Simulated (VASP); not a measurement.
# Cl (P1) in VASP: single point with PBEsol

Aim: the single point of Cl with PBEsol.

Program: VASP 6.6.1. These are calculated values, not measurements. Logs are shortened: lines on timing, memory, paths and dates and some standing lists are left out, and cuts for length are marked.

## Step 1: The cell of the first run

The typed cell holds 4 atoms: a = 3.841 Å, b = 3.841 Å, c = 8.260 Å, α = 90.00°, β = 90.00°, γ = 71.35°.

## Step 2: Single point, PBEsol (one atom moved)

Contents of INCAR:

```
ALGO     = Normal         # electronic algorithm
EDIFF    = 1E-6           # SCF threshold, eV
ENCUT    = 500            # plane-wave cutoff, eV
GGA      = PS             # functional
GGA_COMPAT= F            
ISIF     = 2              # what is computed and relaxed
ISMEAR   = 0              # smearing method
LASPH    = T              # aspherical terms in the spheres
LCHARG   = T              # write CHGCAR
LELF     = T              # ELF
LREAL    = F              # projectors in reciprocal space
LVHAR    = T            
LWAVE    = F              # write WAVECAR
NBANDS   = 22             # bands
NELM     = 120            # most SCF steps
PREC     = Accurate       # precision mode
SIGMA    = 0.02           # smearing width, eV
```

Contents of KPOINTS:

```
k-points
0
Gamma
  8 8 4
```

Contents of POSCAR:

```
Cl
1.0
    3.1200000000     -2.2400000000      0.0000000000
    3.1200000000      2.2400000000      0.0000000000
    0.0000000000      0.0000000000      8.2600000000
Cl
4
Direct
    0.1300000000      0.8700000000      0.1000000000
    0.6300000000      0.3700000000      0.4000000000
    0.8596799451      0.2283585165      0.8906937046
    0.3700000000      0.6300000000      0.6000000000
```

Potentials or basis: VASP PAW PBE potentials, release 64 (Cl).

Launch:

```sh
> cat potpaw_PBE.64/Cl/POTCAR > POTCAR
> mpirun -np 1 vasp_std > vasp.out
```

OUTCAR:

```text
EDIFF = 1E-6
   ENCUT = 500
   GGA = PS
   ISIF = 2
   ISMEAR = 0
   LASPH = T
   LREAL = F
   NELM = 120
   PREC = Accurate

 ion  position               nearest neighbor table
   1  0.130  0.870  0.100-   3 2.25
   2  0.630  0.370  0.400-   4 2.02
   3  0.860  0.228  0.891-   1 2.25
   4  0.370  0.630  0.600-   2 2.02

  LATTYP: Found a base centered orthorhombic cell.
 ALAT       =     4.4800000000
 B/A-ratio  =     1.3928571429
 C/A-ratio  =     1.8437500000

  Lattice vectors:

 A1 = (  -3.1200000000,  -2.2400000000,   0.0000000000)
 A2 = (   3.1200000000,  -2.2400000000,   0.0000000000)
 A3 = (   0.0000000000,   0.0000000000,   8.2600000000)

Analysis of symmetry for initial positions (statically):
=====================================================================
 Subroutine PRICEL returns:
 Original cell was already a primitive cell.

 Routine SETGRP: Setting up the symmetry group for a
 base centered orthorhombic supercell.

 Subroutine GETGRP returns: Found  1 space group operations
 (whereof  1 operations were pure point group operations)
 out of a pool of  8 trial point group operations.

The static configuration has the point symmetry C_1 .

Analysis of symmetry for dynamics (positions and initial velocities):
=====================================================================
 Subroutine PRICEL returns:
 Original cell was already a primitive cell.

 Routine SETGRP: Setting up the symmetry group for a
 base centered orthorhombic supercell.

 Subroutine GETGRP returns: Found  1 space group operations
 (whereof  1 operations were pure point group operations)
 out of a pool of  8 trial point group operations.

The dynamic configuration has the point symmetry C_1 .

 Subroutine INISYM returns: Found  1 space group operations
 (whereof  1 operations are pure point group operations),
 and found     1 'primitive' translations

----------------------------------------------------------------------------------------

                                     Primitive cell

[... 86 lines left out ...]
   ISTART =      0    job   : 0-new  1-cont  2-samecut
   ICHARG =      2    charge: 1-file 2-atom 10-const
   ISPIN  =      1    spin polarized calculation?
   LNONCOLLINEAR =      F non collinear calculations
   LSORBIT =      F    spin-orbit coupling
   LASPH  =      T    aspherical Exc in radial PAW
   ENCUT  =  500.0 eV  36.75 Ry    6.06 a.u.   7.00  7.00 15.06*2*pi/ulx,y,z
   NELM   =    120;   NELMIN=  2; NELMDL= -5     # of ELM steps
   EDIFF  = 0.1E-05   stopping-criterion for ELM
   LREAL  =      F    real-space projection
   EDIFFG = 0.1E-04   stopping-criterion for IOM
   NSW    =      0    number of steps for IOM
   IBRION =     -1    ionic relax: 0-MD 1-quasi-New 2-CG
   NFREE  =      0    steps in history (QN), initial steepest desc. (CG)
   ISIF   =      2    stress and relaxation
   ISYM   =      2    0-nonsym 1-usesym 2-fastsym
   POTIM  = 0.5000    time-step for ionic-motion
   TEBEG  =    0.0;   TEEND  =   0.0 temperature during run
   PSTRESS=    0.0 pullay stress
   NELECT =      28.0000    total number of electrons
   NUPDOWN=      -1.0000    fix difference up-down
   EMIN   =  10.00;   EMAX   =-10.00  energy-range for DOS
   EFERMI =   0.00;   METHOD = LEGACY
   ISMEAR =     0;   SIGMA  =   0.02  broadening in eV -4-tet -1-fermi 0-gaus
   EFERMI_NEDOS =   21; number of points for ismear=-14 and -15
   IALGO  =     38    algorithm
   IMIX   =      4    mixing-type and parameters
     AMIX     =   0.40;   BMIX     =  1.00
     AMIX_MAG =   1.60;   BMIX_MAG =  1.00
  volume/ion in A,a.u.               =      28.86       194.78
  Fermi-wavevector in a.u.,A,eV,Ry     =   1.020916  1.929251 14.180934  1.042269
  Thomas-Fermi vector in A             =   2.154512
   LORBIT       =      0    0 simple, 1 ext, 2 COOP (PROOUT), +10 PAW based schemes
   GGA     = PS    functional components
   LHFCALC =     F    Hartree Fock is set to
   AEXX    =    0.0000 exact exchange contribution
   IVDW    =     0    specifies the selected vdW correction
   LEPSILON=     F    determine dielectric tensor
   LRPA    =     F    only Hartree local field effects (RPA)
 non-spin polarized calculation
 Gauss-broadening in eV      SIGMA  =   0.02
  energy-cutoff  :      500.00
  volume of cell :      115.45
 maximum number of plane-waves:      2960
   NGX = 13   NGY = 13   NGZ = 31

 number of electron      28.0000008 magnetization

 Free energy of the ion-electron system (eV)
  ---------------------------------------------------
  ext. energy  EPLUGINS =         0.00000000
  ---------------------------------------------------
  free energy    TOTEN  =        -7.57491762 eV

  energy without entropy =       -7.57491762  energy(sigma->0) =       -7.57491762

 E-fermi :  -0.4381     XC(G=0):  -8.0108

 val. band max:       -0.5949532775   @ k =   0.0000   0.5000   0.5000
 cond. band min:       0.7853026109   @ k =   0.5000   0.5000   0.0000
 fundamental gap:      1.3802558885
 Fermi energy:        -0.4381172192

 k-point     1 :       0.0000    0.0000    0.0000
  band No.  band energies     occupation
      1     -17.3314      2.00000
      2     -15.7420      2.00000
      3     -13.4475      2.00000
      4     -12.8773      2.00000
      5      -5.8572      2.00000
      6      -4.5777      2.00000
[... 589 lines left out ...]
     21       9.5280      0.00000
     22       9.8134      0.00000

 [... further k-points ...]

------------------------ aborting loop because EDIFF is reached ----------------------------------------

  FORCE on cell =-STRESS in cart. coord.  units (eV):
  Direction    XX          YY          ZZ          XY          YZ          ZX
  --------------------------------------------------------------------------------------
  -------------------------------------------------------------------------------------
  Total        0.2058114     -3.0814074     -4.7291339     -0.4344022      2.3188283      0.5879453
  in kB        2.8560596    -42.7609203    -65.6265444     -6.0282324     32.1785530      8.1589612
  external PRESSURE =     -35.1771350 kB  Pullay stress =       0.0000000 kB

 VOLUME and BASIS-vectors are now :
 -----------------------------------------------------------------------------
  energy-cutoff  :      500.00
  volume of cell :      115.45
      direct lattice vectors                 reciprocal lattice vectors
     3.120000000 -2.240000000  0.000000000     0.160256410 -0.223214286  0.000000000
     3.120000000  2.240000000  0.000000000     0.160256410  0.223214286  0.000000000
     0.000000000  0.000000000  8.260000000     0.000000000  0.000000000  0.121065375

 POSITION                                       TOTAL-FORCE (eV/Angst)
 -----------------------------------------------------------------------------------
      3.12000      1.65760      0.82600         0.438073      1.568095     -1.526734
      3.12000     -0.58240      3.30400        -0.005617      0.325976      0.242813
      3.39468     -1.41416      7.35713        -0.494365     -1.515852      1.510206
      3.12000      0.58240      4.95600         0.061910     -0.378219     -0.226285
 -----------------------------------------------------------------------------------
    total drift:                                0.000039      0.000125      0.000196

  FREE ENERGIE OF THE ION-ELECTRON SYSTEM (eV)
  ---------------------------------------------------
  free  energy   TOTEN  =        -7.5749176246 eV

  energy  without entropy=       -7.5749176246  energy(sigma->0) =       -7.57491762
```

OSZICAR:

```text
N       E                     dE             d eps       ncg     rms          rms(c)
DAV:   1     0.174673918256E+03    0.17467E+03   -0.11823E+04  5808   0.104E+03
DAV:   2     0.462705257435E+01   -0.17005E+03   -0.16504E+03  8406   0.198E+02
DAV:   3    -0.797717368584E+01   -0.12604E+02   -0.12548E+02  7396   0.613E+01
DAV:   4    -0.814634000816E+01   -0.16917E+00   -0.16910E+00  7754   0.861E+00
DAV:   5    -0.814916136996E+01   -0.28214E-02   -0.28212E-02  7436   0.108E+00    0.133E+01
DAV:   6    -0.772756773768E+01    0.42159E+00   -0.27973E-01  7302   0.298E+00    0.875E+00
DAV:   7    -0.758640933987E+01    0.14116E+00   -0.61639E-01  7426   0.432E+00    0.849E-01
DAV:   8    -0.757478075268E+01    0.11629E-01   -0.71106E-02  6846   0.157E+00    0.379E-01
DAV:   9    -0.757491084533E+01   -0.13009E-03   -0.21656E-03  7344   0.270E-01    0.170E-01
DAV:  10    -0.757490990439E+01    0.94094E-06   -0.40126E-04  7608   0.126E-01    0.583E-02
DAV:  11    -0.757491415762E+01   -0.42532E-05   -0.68730E-05  7362   0.522E-02    0.211E-02
DAV:  12    -0.757491685881E+01   -0.27012E-05   -0.25136E-05  8378   0.298E-02    0.699E-03
DAV:  13    -0.757491762460E+01   -0.76579E-06   -0.37819E-06  7350   0.122E-02
   1 F= -.75749176E+01 E0= -.75749176E+01  d E =-.866494E-31
```

It took 84 s on 1 thread of Intel Xeon 6975P-C (Granite Rapids), shared host; peak memory 0.33 GiB.

Results:

| Quantity | Value |
| --- | --- |
| Free energy | -7.5749 eV |
| Pressure | -3.5 GPa |
| Largest force | 2.232 eV/Å |
| Band gap on the k mesh | 1.38 eV (least direct gap 1.46 eV) |

Forces in eV/Å, atoms in the order of the input:
```
Cl   0.438  1.568 -1.527
Cl  -0.006  0.326  0.243
Cl  -0.494 -1.516  1.510
Cl   0.062 -0.378 -0.226
```

Stress tensor (GPa, compression positive):
```
 0.29 -0.60  0.82
-0.60 -4.28  3.22
 0.82  3.22 -6.56
```

Levels at points of the mesh, in eV from the valence-band top:
```csv
k point,band 10,band 11,band 12,band 13,band 14,band 15,band 16,band 17,band 18,band 19
"(0.00, 0.00, 0.00)",-1.22,-0.92,-0.74,-0.36,-0.22,1.43,2.60,6.75,7.83,8.59
"(0.50, 0.00, 0.00)",-1.57,-0.83,-0.78,-0.41,-0.36,1.72,2.60,8.11,8.64,9.68
"(0.00, 0.50, 0.00)",-1.72,-0.83,-0.48,-0.44,-0.10,1.68,2.60,8.14,8.43,9.57
"(0.50, 0.50, 0.00)",-1.99,-1.30,-0.97,-0.64,-0.15,1.38,2.41,8.45,8.54,8.96
"(0.00, 0.00, 0.50)",-1.24,-0.96,-0.91,-0.34,-0.26,1.49,2.42,7.09,7.79,9.26
"(0.50, 0.00, 0.50)",-1.53,-0.84,-0.67,-0.19,-0.16,1.53,2.54,8.23,9.07,9.45
"(0.00, 0.50, 0.50)",-1.73,-0.72,-0.34,-0.22,0.00,1.46,2.55,8.22,8.69,9.66
"(0.50, 0.50, 0.50)",-1.94,-1.05,-0.98,-0.68,-0.48,1.39,2.32,8.52,9.23,9.70
```

Caveat: the cell differs from its parent crystal (one atom moved); the cell stands under tension; this functional lacks dispersion, which holds the molecules together, so the pressure and a relaxed volume are unreliable; the PAW data sets were made with another functional, which shifts forces and pressure a little. A k mesh can miss the band edges.
